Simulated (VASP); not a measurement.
Write the native input for VASP 6.6.1 that does the following.

```
Task                   : relaxation of cell and atoms
Functional             : PBE
Potentials or basis    : VASP PAW PBE potentials, release 64 (B_h, N_h)
Cutoff                 : 910 eV
k mesh                 : 10 × 10 × 6
Occupations            : gaussian, width 0.02 eV
Spin                   : no spin polarisation
Dipole correction      : no
Further INCAR settings : ALGO = Normal; EDIFF = 1e-07; IBRION = 2; EDIFFG = -0.01; NSW = 100; ISIF = 3
```

The structure of BN lies in POSCAR:

```
BN
1.0
    2.1755956940     -1.2560818633     -0.0073497797
    2.1755956940      1.2560818633     -0.0073497797
   -1.4137592606      0.0000000000      4.1827195725
B N
1 1
Direct
    0.0004416291      0.0004416291      0.0013278914
    0.6671253509      0.6671253509      0.0013730586
```

One way to write it, as run:

INCAR

```
PREC = Accurate
ENCUT = 910
EDIFF = 1E-7
ISMEAR = 0
SIGMA = 0.02
LREAL = False
LASPH = True
NELM = 120
ALGO = Normal
ISIF = 3
LWAVE = False
LCHARG = False
GGA = PE
IBRION = 2
NSW = 100
EDIFFG = -0.01
GGA_COMPAT = False
NELMIN = 4
```

KPOINTS

```
regular mesh
0
Gamma
  10 10 6
```

Potentials or basis: VASP PAW PBE potentials, release 64 (B_h, N_h).

Command:

```bash
$ cat potpaw_PBE.64/B_h/POTCAR potpaw_PBE.64/N_h/POTCAR > POTCAR
$ mpirun -np 1 vasp_std > vasp.out
```

It gave:

```yaml
Relaxed_volume: 10.97 Å³/atom
Relaxed_cell: a = 2.511 Å, b = 2.511 Å, c = 4.264 Å, α = 106.88°, β = 106.88°, γ = 60.00°
Space_group_after_relaxing_to_0.1_Å: R3m (No. 160)
Energy_gained_by_relaxing: 0.2 meV/atom
Ionic_steps: 12
Pressure_after_relaxing: 0.0 GPa
Largest_force_after_relaxing: 0.007 eV/Å
Band_gap_on_the_k_mesh: 4.59 eV (least direct gap 4.97 eV)
```

Caveat: the cutoff is under 1.25 times the usual one of these potentials, so pressure, stress and relaxed cells hold a basis-set (Pulay) error; this functional lacks dispersion, which binds the layers, so the pressure and a relaxed spacing across them are unreliable.

It took 4.8 min on 1 thread of Intel(R) Xeon(R) Platinum 8488C (Sapphire Rapids) (shared host), peak memory 0.23 GiB.
